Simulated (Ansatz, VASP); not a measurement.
## One calculation of ZrB, two programs

```
Zr B
1.0
     0.00000    2.71185    2.71185
     2.71185    0.00000    2.71185
     2.71185    2.71185    0.00000
Zr B
1 1
Direct
  0.75000 0.75000 0.75000
  0.00000 0.00000 0.00000
```

Alike in both runs: task single point; functional PBE; k mesh 6 × 6 × 6; occupations gaussian, width 0.1 eV; no spin polarisation.

|  | VASP | Ansatz |
| --- | --- | --- |
| version | VASP 6.6.1 | Ansatz 0.2.0 |
| potentials or method | VASP PAW PBE potentials, release 64 (Zr_sv, B), cutoff 520 eV | scalar-relativistic, plane waves, PAW |
| valence electrons in the cell | 15 | 15 |

```csv
,VASP,Ansatz,Ansatz less VASP
gap on the k mesh at the Fermi level (eV),none,none,-
pressure (GPa),-6.2,-6.3,-0.04
```

A gap of «none» marks a metal or a gap that the smearing closes. With one functional, cell and mesh, what is left measures potentials, basis and numerics.
